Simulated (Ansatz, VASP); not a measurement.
## One calculation of InSe, two programs

INCAR

```
ALGO = Normal
EDIFF = 1E-6
ENCUT = 520
GGA = PS
ISIF = 2
ISMEAR = -1
LASPH = True
LCHARG = True
LELF = True
LREAL = False
LVHAR = True
LWAVE = False
NBANDS = 27
NELM = 80
PREC = Accurate
SIGMA = 0.01
```

Contents of KPOINTS:

```
k-points
0
Gamma
  7 7 7
```

File POSCAR:

```
InSe
1.0
    1.9591718749      1.1311284094      8.1468944028
   -1.9591718749      1.1311284094      8.1468944028
    0.0000000000     -2.2622568187      8.1468944028
In Se
2 2
Direct
    0.0000000000      0.0000000000      0.0000000000
    0.1122000000      0.1122000000      0.1122000000
    0.6155000000      0.6155000000      0.6155000000
    0.8300000000      0.8300000000      0.8300000000
```

Input for Ansatz:

```yaml
crystal:
  lattice:
    - [1.9591718749, 1.1311284094, 8.1468944028]
    - [-1.9591718749, 1.1311284094, 8.1468944028]
    - [0.0, -2.2622568187, 8.1468944028]
  atoms:
    - { symbol: In, position: [0.0, 0.0, 0.0] }
    - { symbol: In, position: [0.1122, 0.1122, 0.1122] }
    - { symbol: Se, position: [0.6155, 0.6155, 0.6155] }
    - { symbol: Se, position: [0.83, 0.83, 0.83] }
kpoints:
  mp_grid: { grid: [7, 7, 7] }
  band_path:
    path:
      - [0.0, 0.0, 0.0]
      - [-0.5, -0.5, -0.5]
      - [-0.5, -0.1795180059, -0.8204819941]
      - [-0.1795180059, 0.1795180059, -0.5]
      - [0.0, 0.0, -0.5]
      - [0.0, 0.0, 0.0]
      - [0.0, 0.3397590029, -0.3397590029]
      - [-0.3397590029, 0.0, -0.6602409971]
      - [-0.5, 0.0, -0.5]
    npoints: 5
scf:
  occupations: { method: fermi_dirac, width: 0.01 }
hamiltonian:
  xc: pbesol
  pseudopotentials: { kind: all_electron, lapw: { basis_error: 0.001 } }
output:
  forces: true
  stress: true
  eigenvalues: true
```

Change from the starting cell: volume scaled by 0.94.

Alike in both runs: task single point; functional PBEsol; k mesh 7 × 7 × 7; occupations fermi-dirac, width 0.01 eV; no spin polarisation.

|  | VASP | Ansatz |
| --- | --- | --- |
| version | VASP 6.6.1 | Ansatz 0.2.0 |
| potentials or method | VASP PAW PBE potentials, release 64 (In_d, Se), cutoff 520 eV | all-electron LAPW, scalar-relativistic |

Ansatz gave:

* gap on the k mesh at the Fermi level (eV): 0.83
* pressure (GPa): 4.0
* traceless stress, the component that is largest in VASP (GPa): -0.58
* rms of the force components (eV/Å): 0.265

Problem. Which values does VASP return?

Solution. gap on the k mesh at the Fermi level (eV): 0.81; pressure (GPa): 4.1; traceless stress, the component that is largest in VASP (GPa): -0.60; rms of the force components (eV/Å): 0.277.

VASP's potentials were made for PBE, not for PBEsol. Atom by atom the forces differ by 0.013 eV/Å (rms over components). Ansatz ran all-electron here, and VASP with PAW potentials.
